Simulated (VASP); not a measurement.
# Al (P6_3/mmc) in VASP: a series of runs

Runs on Al. Level: PBE+D3(BJ). Tasks: single point.

All numbers are computed with VASP 6.6.1; they aren't measurements. Logs are shortened: lines on timing, memory, paths and dates and some standing lists are left out, and cuts for length are marked.

## (1) The cell of the first run

Symmetry: P6_3/mmc, No. 194, hexagonal system. The conventional cell has a = 2.730 Å, b = 2.730 Å, c = 9.408 Å, α = 90.00°, β = 90.00°, γ = 120.00°. Within 3.6 Å of Al (site symmetry -3m) lie 12 Al at 2.73 to 2.83 Å. Al (site symmetry -6m2) has 12 Al at 2.73 to 2.83 Å within 3.6 Å.

## (2) Single point, PBE+D3(BJ) (biaxial strain in the a-b plane: -3.0 %)

Contents of INCAR:

```
SYSTEM = Al
PREC = Accurate
ENCUT = 520
EDIFF = 1E-6
ISMEAR = 0
SIGMA = 0.1
LREAL = .False.
LASPH = .True.
NELM = 100
ALGO = Fast
ISIF = 2
LWAVE = .False.
LCHARG = .False.
GGA = PE
IVDW = 12
NBANDS = 14
```

Contents of KPOINTS:

```
Automatic mesh
0
Gamma
  24 24 6
  0 0 0
```

Contents of POSCAR:

```
Al
1.0
    2.7303348898      0.0000000000      0.0000000000
   -1.3651674449      2.3645393754      0.0000000000
    0.0000000000      0.0000000000      9.4081485710
Al
4
Direct
    0.0000000000      0.0000000000      0.0000000000
    0.3333333333      0.6666666667      0.2500000000
    0.0000000000      0.0000000000      0.5000000000
    0.6666666667      0.3333333333      0.7500000000
```

Potentials or basis: VASP PAW PBE potentials, release 64 (Al).

Started as:

```bash
$ cat potpaw_PBE.64/Al/POTCAR > POTCAR
$ mpirun -np 1 vasp_std > vasp.out
```

OUTCAR:

```text
SYSTEM = Al
   PREC = Accurate
   ENCUT = 520
   EDIFF = 1E-6
   ISMEAR = 0
   LREAL = .False.
   LASPH = .True.
   NELM = 100
   ISIF = 2
   GGA = PE
   IVDW = 12
 IVDW          = 12

 ion  position               nearest neighbor table
   1  0.000  0.000  0.000-   2 2.83   4 2.83   2 2.83   4 2.83   4 2.83   2 2.83
   2  0.333  0.667  0.250-   1 2.83   3 2.83   1 2.83   3 2.83   1 2.83   3 2.83
   3  0.000  0.000  0.500-   2 2.83   4 2.83   2 2.83   4 2.83   4 2.83   2 2.83
   4  0.667  0.333  0.750-   1 2.83   3 2.83   1 2.83   3 2.83   1 2.83   3 2.83

  LATTYP: Found a hexagonal cell.
 ALAT       =     2.7303348898
 C/A-ratio  =     3.4457855724

  Lattice vectors:

 A1 = (   2.7303348898,   0.0000000000,   0.0000000000)
 A2 = (  -1.3651674449,   2.3645393754,   0.0000000000)
 A3 = (   0.0000000000,   0.0000000000,   9.4081485710)

Analysis of symmetry for initial positions (statically):
=====================================================================
 Subroutine PRICEL returns:
 Original cell was already a primitive cell.

 Routine SETGRP: Setting up the symmetry group for a
 hexagonal supercell.

 Subroutine GETGRP returns: Found 24 space group operations
 (whereof 12 operations were pure point group operations)
 out of a pool of 24 trial point group operations.

The static configuration has the point symmetry D_3d.
 The point group associated with its full space group is D_6h.

Analysis of symmetry for dynamics (positions and initial velocities):
=====================================================================
 Subroutine PRICEL returns:
 Original cell was already a primitive cell.

 Routine SETGRP: Setting up the symmetry group for a
 hexagonal supercell.

 Subroutine GETGRP returns: Found 24 space group operations
 (whereof 12 operations were pure point group operations)
 out of a pool of 24 trial point group operations.

The dynamic configuration has the point symmetry D_3d.
 The point group associated with its full space group is D_6h.

 Subroutine INISYM returns: Found 24 space group operations
 (whereof 12 operations are pure point group operations),
 and found     1 'primitive' translations

----------------------------------------------------------------------------------------

                                     Primitive cell

  volume of cell :      60.7389

  direct lattice vectors                    reciprocal lattice vectors
     2.730334890  0.000000000  0.000000000     0.366255438  0.211457676  0.000000000
    -1.365167445  2.364539375  0.000000000     0.000000000  0.422915351  0.000000000
     0.000000000  0.000000000  9.408148571     0.000000000  0.000000000  0.106290838

  length of vectors
     2.730334890  2.730334890  9.408148571     0.422915351  0.422915351  0.106290838

  position of ions in fractional coordinates (direct lattice)
     0.000000000  0.000000000  0.000000000
     0.333333333  0.666666667  0.250000000
     0.000000000  0.000000000  0.500000000
     0.666666667  0.333333333  0.750000000

  ion indices of the primitive-cell ions
   primitive index   ion index
                 1           1
                 2           2
                 3           3
                 4           4

----------------------------------------------------------------------------------------

 KPOINTS: Automatic mesh

Automatic generation of k-mesh.
 Grid dimensions read from file:
 generate k-points for:   24   24    6

 Generating k-lattice:

  Cartesian coordinates                     Fractional coordinates (reciprocal lattice)
     0.015260643  0.008810736  0.000000000     0.041666667 -0.000000000  0.000000000
     0.000000000  0.017621473  0.000000000     0.000000000  0.041666667  0.000000000
     0.000000000  0.000000000  0.017715140     0.000000000  0.000000000  0.166666667

  Length of vectors
     0.017621473  0.017621473  0.017715140

  Shift w.r.t. Gamma in fractional coordinates (k-lattice)
     0.000000000  0.000000000  0.000000000

 Subroutine IBZKPT returns following result:
 ===========================================

 Found    244 irreducible k-points:

 Following reciprocal coordinates:
            Coordinates               Weight
  0.000000  0.000000  0.000000      1.000000
  0.041667  0.000000  0.000000      6.000000
  0.083333  0.000000  0.000000      6.000000
  0.125000  0.000000  0.000000      6.000000
  0.166667  0.000000  0.000000      6.000000
  0.208333  0.000000  0.000000      6.000000
[... 16 lines left out ...]
  0.416667  0.041667  0.000000     12.000000
  0.458333  0.041667  0.000000     12.000000
 [... further k-points ...]
   k-points           NKPTS =    244   k-points in BZ     NKDIM =    244   number of bands    NBANDS=     14
   number of dos      NEDOS =    301   number of ions     NIONS =      4
   total plane-waves  NPLWV =  28000
   dimension x,y,z NGX =    20 NGY =   20 NGZ =   70
   dimension x,y,z NGXF=    40 NGYF=   40 NGZF=  140
   ions per type =               4
   NGX,Y,Z   is equivalent  to a cutoff of  12.18, 12.18, 12.37 a.u.
   NGXF,Y,Z  is equivalent  to a cutoff of  24.36, 24.36, 24.74 a.u.
 SYSTEM =  Al
   PREC   = accura    normal or accurate (medium, high low for compatibility)
   ISTART =      0    job   : 0-new  1-cont  2-samecut
   ICHARG =      2    charge: 1-file 2-atom 10-const
   ISPIN  =      1    spin polarized calculation?
   LNONCOLLINEAR =      F non collinear calculations
   LSORBIT =      F    spin-orbit coupling
   LASPH  =      T    aspherical Exc in radial PAW
   ENCUT  =  520.0 eV  38.22 Ry    6.18 a.u.   5.08  5.08 17.49*2*pi/ulx,y,z
   NELM   =    100;   NELMIN=  2; NELMDL= -5     # of ELM steps
   EDIFF  = 0.1E-05   stopping-criterion for ELM
   LREAL  =      F    real-space projection
   EDIFFG = 0.1E-04   stopping-criterion for IOM
   NSW    =      0    number of steps for IOM
   IBRION =     -1    ionic relax: 0-MD 1-quasi-New 2-CG
   NFREE  =      0    steps in history (QN), initial steepest desc. (CG)
   ISIF   =      2    stress and relaxation
   ISYM   =      2    0-nonsym 1-usesym 2-fastsym
   POTIM  = 0.5000    time-step for ionic-motion
   TEBEG  =    0.0;   TEEND  =   0.0 temperature during run
   PSTRESS=    0.0 pullay stress
   NELECT =      12.0000    total number of electrons
   NUPDOWN=      -1.0000    fix difference up-down
   EMIN   =  10.00;   EMAX   =-10.00  energy-range for DOS
   EFERMI =   0.00;   METHOD = LEGACY
   ISMEAR =     0;   SIGMA  =   0.10  broadening in eV -4-tet -1-fermi 0-gaus
   EFERMI_NEDOS =   21; number of points for ismear=-14 and -15
   IALGO  =     68    algorithm
   IMIX   =      4    mixing-type and parameters
     AMIX     =   0.40;   BMIX     =  1.00
     AMIX_MAG =   1.60;   BMIX_MAG =  1.00
  volume/ion in A,a.u.               =      15.18       102.47
  Fermi-wavevector in a.u.,A,eV,Ry     =   0.953483  1.801822 12.369467  0.909130
  Thomas-Fermi vector in A             =   2.082142
   LORBIT       =      0    0 simple, 1 ext, 2 COOP (PROOUT), +10 PAW based schemes
   GGA     = PE    functional components
   LHFCALC =     F    Hartree Fock is set to
   AEXX    =    0.0000 exact exchange contribution
   IVDW    =    12    specifies the selected vdW correction
   LEPSILON=     F    determine dielectric tensor
   LRPA    =     F    only Hartree local field effects (RPA)
 non-spin polarized calculation
 RMM-DIIS sequential band-by-band and
 Gauss-broadening in eV      SIGMA  =   0.10
  energy-cutoff  :      520.00
  volume of cell :       60.74
 maximum number of plane-waves:      1656
   NGX = 11   NGY = 11   NGZ = 35

 number of electron      12.0000000 magnetization

 Free energy of the ion-electron system (eV)
  ---------------------------------------------------
  ext. energy  EPLUGINS =         0.00000000
  ---------------------------------------------------
  free energy    TOTEN  =       -14.77552830 eV

  energy without entropy =      -14.76755059  energy(sigma->0) =      -14.77153944

 E-fermi :   8.8746     XC(G=0): -10.5000

 val. band max:        8.8723965275   @ k =   0.2917   0.2500   0.1667
 cond. band min:       8.8779499534   @ k =   0.3333   0.0833   0.1667
 fundamental gap:      0.0055534259
 Fermi energy:         8.8745730334

 k-point     1 :       0.0000    0.0000    0.0000
  band No.  band energies     occupation
      1      -2.8296      2.00000
      2      -1.1691      2.00000
      3      -1.1682      2.00000
      4       3.6769      2.00000
      5       3.7251      2.00000
      6      11.4876      0.00000
      7      11.4958      0.00000
      8      20.6682      0.00000
      9      21.0689      0.00000
     10      21.0689      0.00000
     11      21.0814      0.00000
     12      21.0814      0.00000
     13      21.9634      0.00000
     14      21.9668      0.00000

 k-point     2 :       0.0417    0.0000    0.0000
  band No.  band energies     occupation
      1      -2.7837      2.00000
      2      -1.1237      2.00000
      3      -1.1228      2.00000
      4       3.7195      2.00000
      5       3.7698      2.00000
      6      11.5260      0.00000
      7      11.5349      0.00000
      8      19.7262      0.00000
      9      20.2051      0.00000
     10      20.5383      0.00000
     11      21.0334      0.00000
     12      21.1281      0.00000
     13      21.4662      0.00000
     14      21.4837      0.00000
[... 343 lines left out ...]
      1       2.1661      2.00000
      2       3.7353      2.00000
      3       3.7443      2.00000
      4       5.2649      2.00000
      5       6.8951      2.00000
      6       6.9383      2.00000
      7       8.4638      2.00000
      8       8.8552      1.21644
      9      11.5322      0.00000
     10      11.6403      0.00000
     11      14.6395      0.00000
     12      15.4697      0.00000
     13      16.0186      0.00000
     14      16.4020      0.00000

 k-point    24 :       0.4583    0.0417    0.0000
  band No.  band energies     occupation
      1       3.1276      2.00000
      2       4.1458      2.00000
      3       4.6162      2.00000
      4       4.6375      2.00000
      5       5.9115      2.00000
      6       5.9319      2.00000
      7       9.3579      0.00000
      8       9.6391      0.00000
      9      10.4458      0.00000
     10      10.6567      0.00000
     11      14.6084      0.00000
     12      15.6561      0.00000
     13      16.0999      0.00000
     14      16.7792      0.00000

 [... further k-points ...]

------------------------ aborting loop because EDIFF is reached ----------------------------------------

 Edisp (eV)   -1.46701

 E8    (eV) :    -0.6569

  FORCE on cell =-STRESS in cart. coord.  units (eV):
  Direction    XX          YY          ZZ          XY          YZ          ZX
  --------------------------------------------------------------------------------------
  -------------------------------------------------------------------------------------
  Total       2.35897     2.35897     0.31387     0.00000    -0.00000     0.00000
  in kB      62.22530    62.22530     8.27936     0.00000    -0.00000     0.00000
  external pressure =       44.24 kB  Pullay stress =        0.00 kB

 VOLUME and BASIS-vectors are now :
 -----------------------------------------------------------------------------
  energy-cutoff  :      520.00
  volume of cell :       60.74
      direct lattice vectors                 reciprocal lattice vectors
     2.730334890  0.000000000  0.000000000     0.366255438  0.211457676  0.000000000
    -1.365167445  2.364539375  0.000000000     0.000000000  0.422915351  0.000000000
     0.000000000  0.000000000  9.408148571     0.000000000  0.000000000  0.106290838

 POSITION                                       TOTAL-FORCE (eV/Angst)
 -----------------------------------------------------------------------------------
      0.00000      0.00000      0.00000        -0.000000      0.000000     -0.000000
     -0.00000      1.57636      2.35204         0.000000      0.000000      0.000000
      0.00000      0.00000      4.70407        -0.000000      0.000000     -0.000000
      1.36517      0.78818      7.05611        -0.000000     -0.000000     -0.000000
 -----------------------------------------------------------------------------------
    total drift:                               -0.000000      0.000000     -0.000000

  FREE ENERGIE OF THE ION-ELECTRON SYSTEM (eV)
  ---------------------------------------------------
  free  energy   TOTEN  =       -16.2425369201 eV

  energy  without entropy=      -16.2345592095  energy(sigma->0) =      -16.23854806
```

Run time: 67 s. Hardware: 1 thread of Intel Xeon 6975P-C (Granite Rapids), shared host; peak memory 0.27 GiB.

Results:

```
Free energy                : -16.2425 eV
Pressure                   : 4.4 GPa
Band gap on the k mesh     : zero (band 6 reaches 12.33 eV, above the bottom of band 7 at 7.43 eV)
Dispersion energy per atom : -0.367 eV
```

Caveat: the cell differs from its parent crystal (biaxial strain in the a-b plane: -3.0 %); pairwise dispersion overbinds metals, which lowers pressure and volume.

## (3) Single point, PBE+D3(BJ) (biaxial strain in the a-b plane: -3.0 %, then relaxed in part)

Contents of INCAR:

```
SYSTEM = Al
PREC     = Accurate       ! precision mode
ENCUT    = 520            ! plane-wave cutoff, eV
EDIFF    = 1E-7           ! SCF threshold, eV
ISMEAR   = 0              ! smearing method
SIGMA    = 0.1            ! smearing width, eV
LREAL    = .FALSE.        ! projectors in reciprocal space
LASPH    = .TRUE.         ! aspherical terms in the spheres
NELM     = 60             ! most SCF steps
ALGO     = Fast           ! electronic algorithm
ISIF     = 2              ! what is computed and relaxed
LWAVE    = .FALSE.        ! write WAVECAR
LCHARG   = .FALSE.        ! write CHGCAR
GGA      = PE             ! functional
IVDW     = 12             ! dispersion correction
NBANDS   = 14             ! bands
```

Contents of KPOINTS:

```
Automatic mesh
0
G
  24 24 6
  0 0 0
```

Changes to POSCAR since step 2:

```diff
@@ -4,3 +4,3 @@
    -1.3651674449      2.3645393754      0.0000000000
-    0.0000000000      0.0000000000      9.4081485710
+    0.0000000000      0.0000000000      9.4753946961
 Al
```

Potentials or basis: VASP PAW PBE potentials, release 64 (Al).

Started as:

```bash
$ cat potpaw_PBE.64/Al/POTCAR > POTCAR
$ mpirun -np 1 vasp_std > vasp.out
```

Wall time 74 s (1 thread of Intel Xeon 6975P-C (Granite Rapids), shared host); peak memory 0.28 GiB.

It converged, with:

```yaml
Free_energy: -16.2437 eV
Pressure: 3.8 GPa
Band_gap_on_the_k_mesh: zero (band 6 reaches 12.15 eV, above the bottom of band 7 at 7.38 eV)
Dispersion_energy_per_atom: -0.364 eV
```

Stress tensor (GPa, compression positive):
```
 5.71  0.00  0.00
 0.00  5.71  0.00
 0.00  0.00 -0.01
```

Levels at points of the mesh, in eV from the Fermi level:
| k point | band 2 | band 3 | band 4 | band 5 | band 6 | band 7 | band 8 | band 9 | band 10 | band 11 |
| --- | --- | --- | --- | --- | --- | --- | --- | --- | --- | --- |
| (0.00, 0.00, 0.00) | -10.01 | -10.01 | -5.22 | -5.20 | 2.47 | 2.48 | 11.61 | 12.25 | 12.25 | 12.26 |
| (0.50, 0.00, 0.00) | -5.22 | -4.01 | -4.00 | -3.23 | -3.21 | 0.80 | 0.97 | 1.18 | 1.39 | 6.77 |
| (0.00, 0.00, 0.50) | -11.24 | -7.99 | -7.99 | -1.70 | -1.70 | 7.24 | 7.24 | 12.47 | 12.47 | 12.47 |
| (0.50, 0.00, 0.50) | -4.91 | -4.77 | -4.77 | -1.94 | -1.94 | -1.25 | -1.25 | 4.26 | 4.26 | 4.47 |

Caveat: the cell differs from its parent crystal (biaxial strain in the a-b plane: -3.0 %, then relaxed in part); pairwise dispersion overbinds metals, which lowers pressure and volume.

(Part 1 of 2 ends here.)
